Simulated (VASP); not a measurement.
Input of a VASP 6.6.1 run:

INCAR

```
ALGO = Normal
EDIFF = 1E-7
ENCUT = 520
GGA = PE
ISIF = 2
ISMEAR = -1
LASPH = True
LCHARG = True
LELF = True
LREAL = Auto
LVHAR = True
LWAVE = False
NBANDS = 91
NELM = 80
PREC = Accurate
SIGMA = 0.05
```

The input KPOINTS:

```
k-points
0
Gamma
  2 2 1
```

POSCAR

```
H2C32O
1.0
    9.8640000000      0.0000000000      0.0000000000
   -4.9320000000      8.5424750000      0.0000000000
    0.0000000000      0.0000000000     13.0000000000
C O H
32 1 2
Direct
   -0.0006183180     -0.0003290084      0.0614045898
    0.1660476978      0.0830485615      0.0613438064
   -0.0006037012      0.2497896906      0.0612748069
    0.1660515359      0.3330808202      0.0612546791
   -0.0006351784      0.4997336991      0.0611967098
    0.1660095754      0.5830356289      0.0612298050
   -0.0006508195      0.7496826631      0.0612998352
    0.1660061834      0.8330226191      0.0613126873
    0.2493338041     -0.0003161995      0.0613354983
    0.4159845919      0.0830411506      0.0613436212
    0.2493593018      0.2497226426      0.0612901227
    0.4160153733      0.3330580294      0.0612861357
    0.2493539456      0.4997277682      0.0612393157
    0.4160013139      0.5830267379      0.0612630420
    0.2493228142      0.7496812096      0.0612905002
    0.4159733067      0.8329915097      0.0613412153
    0.4992708045     -0.0003379768      0.0613965326
    0.6659806025      0.0830394852      0.0614207710
    0.4993358535      0.2497188625      0.0613098079
    0.6660078394      0.3330837610      0.0612988467
    0.4993444845      0.4997112725      0.0612678453
    0.6660035069      0.5830272399      0.0612742140
    0.4993137944      0.7496714451      0.0613067310
    0.6659713537      0.8329649748      0.0613400030
    0.7493117788     -0.0003617531      0.0614073243
    0.9160497421      0.0830560340      0.0614144087
    0.7493842504      0.2497816284      0.0613166909
    0.9160633357      0.3331147211      0.0612106671
    0.7493608919      0.4997358780      0.0612658403
    0.9160184115      0.5830360697      0.0612425940
    0.7493378305      0.7496736931      0.0613098340
    0.9160056121      0.8329946885      0.0613507128
    0.8201085807      0.1435481100      0.3425949289
    0.7381345539      0.1383485932      0.2986203702
    0.8780489462      0.1119883502      0.2977155067
```

Potentials or basis: VASP PAW PBE potentials, release 64 (C, O, H).

Command:

```bash
$ cat potpaw_PBE.64/C/POTCAR potpaw_PBE.64/O/POTCAR potpaw_PBE.64/H/POTCAR > POTCAR
$ mpirun -np 1 vasp_std > vasp.out
```

Problem. Predict the band gap on the k mesh.

Solution. 1.96 eV.

Problem. What does it give for the largest force?

Solution. 0.106 eV/Å.

Forces in eV/Å, atoms in the order of the input:
```
C   -0.005 -0.004  0.001
C    0.005  0.003 -0.002
C   -0.008 -0.004  0.001
C    0.012  0.005  0.000
C   -0.008 -0.001 -0.001
C    0.009  0.003 -0.001
C   -0.008 -0.004  0.000
C    0.008  0.005  0.000
C   -0.008 -0.004  0.001
C    0.009  0.003  0.000
C   -0.008 -0.004  0.000
C    0.009  0.004  0.000
C   -0.008 -0.005 -0.001
C    0.009  0.004  0.000
C   -0.008 -0.004  0.000
C    0.008  0.006  0.001
C   -0.009 -0.004  0.000
C    0.007  0.002  0.000
C   -0.008 -0.004  0.000
C    0.006  0.005  0.000
C   -0.008 -0.004 -0.001
C    0.009  0.005  0.000
C   -0.008 -0.004  0.000
C    0.008  0.004  0.001
C   -0.008 -0.003 -0.001
C    0.002  0.002  0.000
C   -0.007 -0.005  0.002
C    0.009  0.004 -0.001
C   -0.008 -0.004 -0.001
C    0.010  0.003 -0.001
C   -0.009 -0.004  0.000
C    0.007  0.005  0.001
O    0.004  0.015  0.061
H   -0.101  0.007 -0.031
H    0.095 -0.022 -0.031
```

Caveat: there is no dipole correction, which matters where the two faces differ.
